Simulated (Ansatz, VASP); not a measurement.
**One calculation of HRh8, two programs**

File INCAR:

```
  PREC = Accurate
  ENCUT = 520
  EDIFF = 1E-7
  ISMEAR = 0
  SIGMA = 0.1
  LREAL = F
  LASPH = T
  NELM = 80
  ALGO = Normal
  ISIF = 2
  LWAVE = F
  LCHARG = F
  LDIPOL = T
  IDIPOL = 3
  DIPOL = 0.5 0.5 0.310
  GGA = PE
  IVDW = 12
  NBANDS = 70
```

KPOINTS

```
Automatic mesh
0
Gamma
  5 7 1
```

File POSCAR:

```
HRh8
1.0
    5.3650160441      0.0000000000      0.0000000000
    0.0000000000      3.7936392259      0.0000000000
    0.0000000000      0.0000000000     21.2400770646
Rh H
8 1
Direct
    0.2500000000      0.5000000000      0.1883232338
    0.7500000000      0.5000000000      0.1883232338
    0.0000000000      0.0000000000      0.2514705570
    0.5000000000      0.0000000000      0.2514705570
    0.2500000000      0.5000000000      0.3153506346
    0.7500000000      0.5000000000      0.3153506346
    0.0000000000      0.0000000000      0.3738252475
    0.5000000000      0.0000000000      0.3738252475
    0.0833333333      0.1250000000      0.5291919154
```

Input for Ansatz:

```yaml
crystal:
  lattice:
    - [5.3650160441, 0.0, 0.0]
    - [0.0, 3.7936392259, 0.0]
    - [0.0, 0.0, 21.2400770646]
  atoms:
    - { symbol: Rh, position: [0.25, 0.5, 0.1883232338] }
    - { symbol: Rh, position: [0.75, 0.5, 0.1883232338] }
    - { symbol: Rh, position: [0.0, 0.0, 0.251470557] }
    - { symbol: Rh, position: [0.5, 0.0, 0.251470557] }
    - { symbol: Rh, position: [0.25, 0.5, 0.3153506346] }
    - { symbol: Rh, position: [0.75, 0.5, 0.3153506346] }
    - { symbol: Rh, position: [0.0, 0.0, 0.3738252475] }
    - { symbol: Rh, position: [0.5, 0.0, 0.3738252475] }
    - { symbol: H, position: [0.0833333333, 0.125, 0.5291919154] }
basis:
  ecutwfc: 420
kpoints:
  mp_grid: { grid: [5, 7, 1] }
hamiltonian:
  xc: pbe
  pseudopotentials: { kind: paw, azcp: { folder: soft_1 } }
  dispersion: d3bj
scf:
  occupations: { method: gaussian, width: 0.1 }
output:
  forces: true
  eigenvalues: true
efield:
  axis: 3
  dipole_correction: true
  ramp_width: 0.04
```

Alike in both runs: task single point; functional PBE; dispersion D3(BJ); k mesh 5 × 7 × 1; occupations gaussian, width 0.1 eV; no spin polarisation.

```csv
,VASP,Ansatz
version,VASP 6.6.1,Ansatz 0.2.0
potentials or method,"VASP PAW PBE potentials, release 64 (Rh_pv, H), cutoff 520 eV","scalar-relativistic, plane waves, PAW"
valence electrons in the cell,121,137
```

VASP gave:

- gap on the k mesh at the Fermi level (eV): none
- rms of the force components (eV/Å): 0.302

**Question.** What did Ansatz give for the same quantities?

**Answer.** gap on the k mesh at the Fermi level (eV): none; rms of the force components (eV/Å): 0.301.

Atom by atom the forces differ by 0.002 eV/Å (rms over components). A gap of «none» marks a metal or a gap that the smearing closes. VASP's potentials hold 121 valence electrons a cell and Ansatz's 137, so a difference there can come from the potentials and not from the codes.
